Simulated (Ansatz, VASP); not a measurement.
**Si: VASP beside Ansatz**

```
Si
1.0
     0.00000    2.77693    2.77693
     2.77693    0.00000    2.77693
     2.77693    2.77693    0.00000
Si
2
Direct
  0.00000 0.00000 0.00000
  0.25000 0.25000 0.25000
```

Alike in both runs: task single point; functional PBEsol; k mesh 8 × 8 × 8; no spin polarisation.

|  | VASP | Ansatz |
| --- | --- | --- |
| version | VASP 6.6.1 | Ansatz 0.2 development build |
| potentials or method | VASP PAW PBE potentials, release 64 (Si), cutoff 520 eV | all-electron full-potential LAPW, scalar-relativistic |
| occupations | gaussian, width 0.01 eV | fixed |

```csv
,VASP,Ansatz,Ansatz less VASP
gap on the k mesh at the Fermi level (eV),0.61,0.61,+0.006
pressure (GPa),-5.3,-5.4,-0.12
```

VASP's potentials were made for PBE, not for PBEsol. Ansatz ran all-electron here, and VASP with PAW potentials.
